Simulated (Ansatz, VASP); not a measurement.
BeS in VASP and in Ansatz

The input INCAR:

```
PREC     = Accurate       # precision mode
ENCUT    = 600            # plane-wave cutoff, eV
EDIFF    = 1E-6           # SCF threshold, eV
ISMEAR   = 0              # smearing method
SIGMA    = 0.02           # smearing width, eV
LREAL    = F              # projectors in reciprocal space
LASPH    = T              # aspherical terms in the spheres
NELM     = 120            # most SCF steps
ALGO     = Normal         # electronic algorithm
ISIF     = 2              # what is computed and relaxed
LWAVE    = F              # write WAVECAR
LCHARG   = F              # write CHGCAR
GGA      = PE             # functional
NBANDS   = 11             # bands
GGA_COMPAT= F
```

Contents of KPOINTS:

```
Automatic mesh
0
Gamma
  8 8 8
```

Contents of POSCAR:

```
BeS
1.0
    0.0000000000      2.3461147500      2.3461147500
    2.3461147500      0.0000000000      2.3461147500
    2.3461147500      2.3461147500      0.0000000000
Be S
1 1
Direct
    0.0000000000      0.0000000000      0.0000000000
    0.7500000000      0.7500000000      0.7500000000
```

Input for Ansatz:

```yaml
crystal:
  lattice:
    - [0.0, 2.34611475, 2.34611475]
    - [2.34611475, 0.0, 2.34611475]
    - [2.34611475, 2.34611475, 0.0]
  atoms:
    - { symbol: Be, position: [0.0, 0.0, 0.0] }
    - { symbol: S, position: [0.75, 0.75, 0.75] }
basis:
  ecutwfc: 420
kpoints:
  mp_grid: { grid: [8, 8, 8] }
hamiltonian:
  xc: pbe
scf:
  occupations: { method: gaussian, width: 0.02 }
output:
  forces: true
  stress: true
  eigenvalues: true
```

Alike in both runs: task single point; functional PBE; k mesh 8 × 8 × 8; occupations gaussian, width 0.02 eV; no spin polarisation.

|  | VASP | Ansatz |
| --- | --- | --- |
| version | VASP 6.6.1 | Ansatz 0.2.0 |
| potentials or method | VASP PAW PBE potentials, release 64 (Be, S), cutoff 600 eV | scalar-relativistic, plane waves, PAW |
| valence electrons in the cell | 8 | 8 |

|  | VASP | Ansatz | Ansatz less VASP |
| --- | --- | --- | --- |
| gap on the k mesh at the Fermi level (eV) | 2.86 | 2.86 | -0.001 |
| least direct gap on the mesh (eV) | 5.60 | 5.58 | -0.020 |
| pressure (GPa) | 13.4 | 13.3 | -0.03 |

With one functional, cell and mesh, what is left measures potentials, basis and numerics.
